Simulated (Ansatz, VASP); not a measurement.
One calculation of CdS, two programs

```
Cd S
1.0
     4.15000    0.00000    0.00000
    -2.07500    3.59401    0.00000
     0.00000    0.00000    6.60226
Cd S
2 2
Direct
  0.33333 0.66667 0.99645
  0.66667 0.33333 0.49645
  0.33333 0.66667 0.37855
  0.66667 0.33333 0.87855
```

Change from the starting cell: z stretched by -2 %, ions relaxed.

Alike in both runs: functional PBE; k mesh 12 × 12 × 7; occupations fermi-dirac, width 0.02 eV; no spin polarisation.

Ansatz relaxed the structure, and its values are those at the end. VASP's run is a single point on that final structure, the one shown.

|  | VASP | Ansatz |
| --- | --- | --- |
| version | VASP 6.6.1 | Ansatz 0.2.0 |
| potentials or method | VASP PAW PBE potentials, release 64 (Cd, S) | plane-wave PAW, scalar-relativistic |
| plane-wave cutoff (eV) | 520 | 420 |
| valence electrons in the cell | 36 | 52 |

Ansatz gave:

```
gap on the k mesh at the Fermi level (eV) : 1.26
pressure (GPa)                            : 3.4
```

Which values does VASP return?

gap on the k mesh at the Fermi level (eV): 1.26; pressure (GPa): 3.8.

With one functional, cell and mesh, what is left measures potentials, basis and numerics. VASP's potentials hold 36 valence electrons a cell and Ansatz's 52, so a difference there can come from the potentials and not from the codes. Ansatz's warnings: stress scf threshold loose.
